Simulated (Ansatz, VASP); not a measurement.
## Si2W3: VASP beside Ansatz

INCAR

```
SYSTEM = Si2W3
PREC     = Accurate       ! precision mode
ENCUT    = 520            ! plane-wave cutoff, eV
EDIFF    = 1E-6           ! SCF threshold, eV
ISMEAR   = 0              ! smearing method
SIGMA    = 0.1            ! smearing width, eV
LREAL    = .False.        ! projectors in reciprocal space
LASPH    = .True.         ! aspherical terms in the spheres
NELM     = 80             ! most SCF steps
ALGO     = Fast           ! electronic algorithm
ISIF     = 2              ! what is computed and relaxed
LWAVE    = .False.        ! write WAVECAR
LCHARG   = .False.        ! write CHGCAR
GGA      = PE             ! functional
NBANDS   = 33             ! bands
```

The input KPOINTS:

```
regular mesh
0
Gamma
  4 4 4
  0 0 0
```

The input POSCAR:

```
Si2W3
1.0
    4.3346952200      0.0000000000      0.0000000000
    0.0000000000      4.3346952200      0.0000000000
    0.0000000000      0.0000000000      4.3346952200
Si W
2 3
Direct
    0.5000000000      0.5000000000      0.5000000000
    0.0000000000      0.0000000000      0.0000000000
    0.5000000000      0.0000000000      0.0000000000
    0.0000000000      0.5000000000      0.0000000000
    0.0000000000      0.0000000000      0.5000000000
```

Input for Ansatz:

```yaml
crystal:
  lattice:
    - [4.33469522, 0.0, 0.0]
    - [0.0, 4.33469522, 0.0]
    - [0.0, 0.0, 4.33469522]
  atoms:
    - { symbol: Si, position: [0.5, 0.5, 0.5] }
    - { symbol: Si, position: [0.0, 0.0, 0.0] }
    - { symbol: W, position: [0.5, 0.0, 0.0] }
    - { symbol: W, position: [0.0, 0.5, 0.0] }
    - { symbol: W, position: [0.0, 0.0, 0.5] }
basis:
  ecutwfc: 420
kpoints:
  mp_grid: { grid: [4, 4, 4] }
hamiltonian:
  xc: pbe
scf:
  occupations: { method: gaussian, width: 0.1 }
  lower_state_search: "off"
output:
  forces: true
  stress: true
  eigenvalues: true
```

Alike in both runs: task single point; functional PBE; k mesh 4 × 4 × 4; occupations gaussian, width 0.1 eV; no spin polarisation.

```csv
,VASP,Ansatz
version,VASP 6.6.1,Ansatz 0.2.0
potentials or method,"VASP PAW PBE potentials, release 64 (Si, W_sv), cutoff 520 eV","scalar-relativistic, plane waves, PAW"
valence electrons in the cell,50,50
```

VASP gave:

```
gap on the k mesh at the Fermi level (eV) : none
pressure (GPa)                            : 18.6
```

**Question.** Which values does Ansatz return?

**Answer.** gap on the k mesh at the Fermi level (eV): none; pressure (GPa): 18.3.

A gap of «none» marks a metal or a gap that the smearing closes.

The k mesh is coarse, so the values compare programs but aren't converged. Spin-orbit coupling is off throughout.
